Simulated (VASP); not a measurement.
# HgTe (Fm-3m) in VASP: further runs

Aim: see how the results for HgTe move with the level of theory and the settings. Levels: PBE, LDA. Tasks: single point.

All numbers are computed with VASP 6.6.1; they aren't measurements. Logs are shortened: lines on timing, memory, paths and dates and some standing lists are left out, and cuts for length are marked.

### Step 1. The cell of the first run

The structure is cubic, space group Fm-3m (No. 225). Conventional cell: a = 6.360 Å, b = 6.360 Å, c = 6.360 Å, α = 90.00°, β = 90.00°, γ = 90.00°. Within 4.2 Å of Hg (site symmetry m-3m) lie 6 Te at 3.18 Å. Te (site symmetry m-3m) has 6 Hg at 3.18 Å within 4.2 Å.

### Step 2. Single point, PBE

Contents of INCAR:

```
SYSTEM = HgTe
PREC = Accurate ; ENCUT = 520
EDIFF = 1E-7 ; ISMEAR = 0
SIGMA = 0.011 ; LREAL = .False.
LASPH = .True. ; NELM = 80
ALGO = Normal ; ISIF = 2
LWAVE = .False. ; LCHARG = .False.
GGA = PE ; NBANDS = 16
```

Contents of KPOINTS:

```
Automatic mesh
0
Gamma
  7 7 7
  0 0 0
```

Contents of POSCAR:

```
HgTe
1.0
    0.0000000000      3.1800000000      3.1800000000
    3.1800000000      0.0000000000      3.1800000000
    3.1800000000      3.1800000000      0.0000000000
Hg Te
1 1
Direct
    0.0000000000      0.0000000000      0.0000000000
    0.5000000000      0.5000000000      0.5000000000
```

Potentials or basis: VASP PAW PBE potentials, release 64 (Hg, Te).

Started as:

```console
$ cat potpaw_PBE.64/Hg/POTCAR potpaw_PBE.64/Te/POTCAR > POTCAR
$ mpirun -np 1 vasp_std > vasp.out
```

OUTCAR:

```text
SYSTEM = HgTe
   PREC = Accurate
   ENCUT = 520
   EDIFF = 1E-7
   ISMEAR = 0
   LREAL = .False.
   LASPH = .True.
   NELM = 80
   ISIF = 2
   GGA = PE

 ion  position               nearest neighbor table
   1  0.000  0.000  0.000-   2 3.18   2 3.18   2 3.18   2 3.18   2 3.18   2 3.18
   2  0.500  0.500  0.500-   1 3.18   1 3.18   1 3.18   1 3.18   1 3.18   1 3.18

  LATTYP: Found a face centered cubic cell.
 ALAT       =     6.3600000000

  Lattice vectors:

 A1 = (   0.0000000000,   3.1800000000,   3.1800000000)
 A2 = (   3.1800000000,   0.0000000000,   3.1800000000)
 A3 = (   3.1800000000,   3.1800000000,   0.0000000000)

Analysis of symmetry for initial positions (statically):
=====================================================================
 Subroutine PRICEL returns:
 Original cell was already a primitive cell.

 Routine SETGRP: Setting up the symmetry group for a
 face centered cubic supercell.

 Subroutine GETGRP returns: Found 48 space group operations
 (whereof 48 operations were pure point group operations)
 out of a pool of 48 trial point group operations.

The static configuration has the point symmetry O_h .

Analysis of symmetry for dynamics (positions and initial velocities):
=====================================================================
 Subroutine PRICEL returns:
 Original cell was already a primitive cell.

 Routine SETGRP: Setting up the symmetry group for a
 face centered cubic supercell.

 Subroutine GETGRP returns: Found 48 space group operations
 (whereof 48 operations were pure point group operations)
 out of a pool of 48 trial point group operations.

The dynamic configuration has the point symmetry O_h .

 Subroutine INISYM returns: Found 48 space group operations
 (whereof 48 operations are pure point group operations),
 and found     1 'primitive' translations

----------------------------------------------------------------------------------------

                                     Primitive cell

  volume of cell :      64.3149

  direct lattice vectors                    reciprocal lattice vectors
     0.000000000  3.180000000  3.180000000    -0.157232704  0.157232704  0.157232704
     3.180000000  0.000000000  3.180000000     0.157232704 -0.157232704  0.157232704
     3.180000000  3.180000000  0.000000000     0.157232704  0.157232704 -0.157232704

  length of vectors
     4.497199128  4.497199128  4.497199128     0.272335033  0.272335033  0.272335033

  position of ions in fractional coordinates (direct lattice)
     0.000000000  0.000000000  0.000000000
     0.500000000  0.500000000  0.500000000

  ion indices of the primitive-cell ions
   primitive index   ion index
                 1           1
                 2           2

----------------------------------------------------------------------------------------

 KPOINTS: Automatic mesh

Automatic generation of k-mesh.
 Grid dimensions read from file:
 generate k-points for:    7    7    7

 Generating k-lattice:

  Cartesian coordinates                     Fractional coordinates (reciprocal lattice)
    -0.022461815  0.022461815  0.022461815     0.142857143  0.000000000  0.000000000
     0.022461815 -0.022461815  0.022461815     0.000000000  0.142857143  0.000000000
     0.022461815  0.022461815 -0.022461815     0.000000000  0.000000000  0.142857143

  Length of vectors
     0.038905005  0.038905005  0.038905005

  Shift w.r.t. Gamma in fractional coordinates (k-lattice)
     0.000000000  0.000000000  0.000000000

 Subroutine IBZKPT returns following result:
 ===========================================

 Found     20 irreducible k-points:

 Following reciprocal coordinates:
            Coordinates               Weight
  0.000000  0.000000  0.000000      1.000000
  0.142857  0.000000  0.000000      8.000000
  0.285714  0.000000  0.000000      8.000000
  0.428571  0.000000  0.000000      8.000000
  0.142857  0.142857  0.000000      6.000000
  0.285714  0.142857  0.000000     24.000000
[... 12 lines left out ...]
 -0.428571  0.428571  0.142857     24.000000
 -0.285714  0.428571  0.142857     24.000000
   k-points           NKPTS =     20   k-points in BZ     NKDIM =     20   number of bands    NBANDS=     16
   number of dos      NEDOS =    301   number of ions     NIONS =      2
   total plane-waves  NPLWV =  46656
   dimension x,y,z NGX =    36 NGY =   36 NGZ =   36
   dimension x,y,z NGXF=    72 NGYF=   72 NGZF=   72
   ions per type =               1   1
   NGX,Y,Z   is equivalent  to a cutoff of  13.31, 13.31, 13.31 a.u.
   NGXF,Y,Z  is equivalent  to a cutoff of  26.62, 26.62, 26.62 a.u.
 SYSTEM =  HgTe
   PREC   = accura    normal or accurate (medium, high low for compatibility)
   ISTART =      0    job   : 0-new  1-cont  2-samecut
   ICHARG =      2    charge: 1-file 2-atom 10-const
   ISPIN  =      1    spin polarized calculation?
   LNONCOLLINEAR =      F non collinear calculations
   LSORBIT =      F    spin-orbit coupling
   LASPH  =      T    aspherical Exc in radial PAW
   ENCUT  =  520.0 eV  38.22 Ry    6.18 a.u.   8.36  8.36  8.36*2*pi/ulx,y,z
   NELM   =     80;   NELMIN=  2; NELMDL= -5     # of ELM steps
   EDIFF  = 0.1E-06   stopping-criterion for ELM
   LREAL  =      F    real-space projection
   EDIFFG = 0.1E-05   stopping-criterion for IOM
   NSW    =      0    number of steps for IOM
   IBRION =     -1    ionic relax: 0-MD 1-quasi-New 2-CG
   NFREE  =      0    steps in history (QN), initial steepest desc. (CG)
   ISIF   =      2    stress and relaxation
   ISYM   =      2    0-nonsym 1-usesym 2-fastsym
   POTIM  = 0.5000    time-step for ionic-motion
   TEBEG  =    0.0;   TEEND  =   0.0 temperature during run
   PSTRESS=    0.0 pullay stress
   NELECT =      18.0000    total number of electrons
   NUPDOWN=      -1.0000    fix difference up-down
   EMIN   =  10.00;   EMAX   =-10.00  energy-range for DOS
   EFERMI =   0.00;   METHOD = LEGACY
   ISMEAR =     0;   SIGMA  =   0.01  broadening in eV -4-tet -1-fermi 0-gaus
   EFERMI_NEDOS =   21; number of points for ismear=-14 and -15
   IALGO  =     38    algorithm
   IMIX   =      4    mixing-type and parameters
     AMIX     =   0.40;   BMIX     =  1.00
     AMIX_MAG =   1.60;   BMIX_MAG =  1.00
  volume/ion in A,a.u.               =      32.16       217.01
  Fermi-wavevector in a.u.,A,eV,Ry     =   1.070850  2.023613 15.602062  1.146719
  Thomas-Fermi vector in A             =   2.206572
   LORBIT       =      0    0 simple, 1 ext, 2 COOP (PROOUT), +10 PAW based schemes
   GGA     = PE    functional components
   LHFCALC =     F    Hartree Fock is set to
   AEXX    =    0.0000 exact exchange contribution
   IVDW    =     0    specifies the selected vdW correction
   LEPSILON=     F    determine dielectric tensor
   LRPA    =     F    only Hartree local field effects (RPA)
 non-spin polarized calculation
 Gauss-broadening in eV      SIGMA  =   0.01
  energy-cutoff  :      520.00
  volume of cell :       64.31
 maximum number of plane-waves:      1759
 NGX is ok and might be reduce to    36
   NGX = 17   NGY = 17   NGZ = 17

 number of electron      17.9999998 magnetization

 Free energy of the ion-electron system (eV)
  ---------------------------------------------------
  ext. energy  EPLUGINS =         0.00000000
  ---------------------------------------------------
  free energy    TOTEN  =        -3.27904536 eV

  energy without entropy =       -3.27887241  energy(sigma->0) =       -3.27895888

 E-fermi :   3.0967     XC(G=0):  -9.2807

 val. band max:        3.0914622335   @ k =  -0.1429   0.1429   0.0000
 cond. band min:       3.1996796366   @ k =   0.4286   0.0000   0.0000
 fundamental gap:      0.1082174032
 Fermi energy:         3.0967085325

 k-point     1 :       0.0000    0.0000    0.0000
  band No.  band energies     occupation
      1      -8.1722      2.00000
      2      -3.1990      2.00000
      3      -3.1990      2.00000
      4      -3.1491      2.00000
      5      -3.1491      2.00000
      6      -3.1491      2.00000
[... 8 lines left out ...]
     15      10.6498      0.00000
     16      10.6498      0.00000

 k-point     2 :       0.1429    0.0000    0.0000
  band No.  band energies     occupation
      1      -8.0379      2.00000
      2      -3.2435      2.00000
      3      -3.2435      2.00000
      4      -3.1631      2.00000
      5      -3.1303      2.00000
      6      -3.1303      2.00000
[... 8 lines left out ...]
     15      11.1247      0.00000
     16      11.1247      0.00000

 k-point     3 :       0.2857    0.0000    0.0000
  band No.  band energies     occupation
      1      -7.6924      2.00000
      2      -3.3463      2.00000
      3      -3.3463      2.00000
      4      -3.2276      2.00000
      5      -3.0804      2.00000
      6      -3.0804      2.00000
[... 8 lines left out ...]
     15      12.0493      0.00000
     16      12.0493      0.00000

 k-point     4 :       0.4286    0.0000    0.0000
  band No.  band energies     occupation
      1      -7.3498      2.00000
      2      -3.4257      2.00000
      3      -3.4257      2.00000
      4      -3.3642      2.00000
      5      -3.0388      2.00000
      6      -3.0388      2.00000
[... 8 lines left out ...]
     15      13.3624      0.00000
     16      13.3624      0.00000
[... 248 lines left out ...]
 k-point    18 :      -0.4286    0.2857    0.1429
  band No.  band energies     occupation
      1      -7.3223      2.00000
      2      -3.3659      2.00000
      3      -3.2387      2.00000
      4      -3.1863      2.00000
      5      -3.0220      2.00000
      6      -2.9752      2.00000
[... 8 lines left out ...]
     15      12.9673      0.00000
     16      14.2505      0.00000

 k-point    19 :      -0.4286    0.4286    0.1429
  band No.  band energies     occupation
      1      -7.3502      2.00000
      2      -3.2518      2.00000
      3      -3.2082      2.00000
      4      -3.0736      2.00000
      5      -2.9923      2.00000
      6      -2.8018      2.00000
[... 8 lines left out ...]
     15      13.9718      0.00000
     16      15.4186      0.00000

 k-point    20 :      -0.2857    0.4286    0.1429
  band No.  band energies     occupation
      1      -7.2931      2.00000
      2      -3.3358      2.00000
      3      -3.1833      2.00000
      4      -3.1198      2.00000
      5      -2.9919      2.00000
      6      -2.7817      2.00000
[... 8 lines left out ...]
     15      13.1182      0.00000
     16      15.2424      0.00000

------------------------ aborting loop because EDIFF is reached ----------------------------------------

  FORCE on cell =-STRESS in cart. coord.  units (eV):
  Direction    XX          YY          ZZ          XY          YZ          ZX
  --------------------------------------------------------------------------------------
  -------------------------------------------------------------------------------------
  Total       -1.4831372     -1.4831372     -1.4831372      0.0000000      0.0000000     -0.0000000
  in kB      -36.9471166    -36.9471166    -36.9471166      0.0000000      0.0000000     -0.0000000
  external PRESSURE =     -36.9471166 kB  Pullay stress =       0.0000000 kB

 VOLUME and BASIS-vectors are now :
 -----------------------------------------------------------------------------
  energy-cutoff  :      520.00
  volume of cell :       64.31
      direct lattice vectors                 reciprocal lattice vectors
     0.000000000  3.180000000  3.180000000    -0.157232704  0.157232704  0.157232704
     3.180000000  0.000000000  3.180000000     0.157232704 -0.157232704  0.157232704
     3.180000000  3.180000000  0.000000000     0.157232704  0.157232704 -0.157232704

 POSITION                                       TOTAL-FORCE (eV/Angst)
 -----------------------------------------------------------------------------------
      0.00000      0.00000      0.00000        -0.000000      0.000000     -0.000000
      3.18000      3.18000      3.18000         0.000000     -0.000000      0.000000
 -----------------------------------------------------------------------------------
    total drift:                               -0.000000      0.000000      0.000000

  FREE ENERGIE OF THE ION-ELECTRON SYSTEM (eV)
  ---------------------------------------------------
  free  energy   TOTEN  =        -3.2790453582 eV

  energy  without entropy=       -3.2788724097  energy(sigma->0) =       -3.27895888
```

Run time: 13 s. Hardware: 1 thread of AMD EPYC 9R45 (Zen 5), shared host; peak memory 0.17 GiB.

Results:

```
Free energy            : -3.2790 eV
Pressure               : -3.7 GPa
Band gap on the k mesh : zero (band 9 reaches 3.25 eV, above the bottom of band 10 at 1.34 eV)
```

Levels at points of the mesh, in eV from the Fermi level:
```
           k point  band 6  band 7  band 8  band 9  band 10  band 11  band 12  band 13
(0.00, 0.00, 0.00)   -6.25   -1.40   -0.55   -0.55    -0.55     7.46     7.46     7.46
```

Caveat: spin-orbit coupling is left out, which moves the levels of the heavy elements.

### Step 3. Single point, PBE

Contents of INCAR:

```
ALGO     = Normal         # electronic algorithm
EDIFF    = 1E-6           # SCF threshold, eV
ENCUT    = 520            # plane-wave cutoff, eV
GGA      = PE             # functional
ISIF     = 2              # what is computed and relaxed
ISMEAR   = -1             # smearing method
LASPH    = T              # aspherical terms in the spheres
LCHARG   = F              # write CHGCAR
LREAL    = F              # projectors in reciprocal space
LWAVE    = F              # write WAVECAR
NBANDS   = 16             # bands
NELM     = 100            # most SCF steps
PREC     = Accurate       # precision mode
SIGMA    = 0.05           # smearing width, eV
```

Contents of KPOINTS:

```
k-points
0
Gamma
  7 7 7
```

POSCAR is that of step 2.

Potentials or basis: VASP PAW PBE potentials, release 64 (Hg, Te).

Started as:

```console
$ cat potpaw_PBE.64/Hg/POTCAR potpaw_PBE.64/Te/POTCAR > POTCAR
$ mpirun -np 1 vasp_std > vasp.out
```

Run time: 14 s. Hardware: 1 thread of AMD EPYC 9R45 (Zen 5), shared host; peak memory 0.17 GiB.

Results (log left out):

| Property | Result |
| --- | --- |
| Free energy | -3.2828 eV |
| Pressure | -3.7 GPa |
| Band gap on the k mesh | zero (band 9 reaches 3.25 eV, above the bottom of band 10 at 1.34 eV) |

Levels at points of the mesh, in eV from the Fermi level:
```
           k point  band 5  band 6  band 7  band 8  band 9  band 10  band 11  band 12  band 13  band 14
(0.00, 0.00, 0.00)   -6.25   -6.25   -1.41   -0.56   -0.56    -0.56     7.45     7.45     7.45     7.54
```

Caveat: spin-orbit coupling is left out, which moves the levels of the heavy elements.

(Part 1 of 2 ends here.)
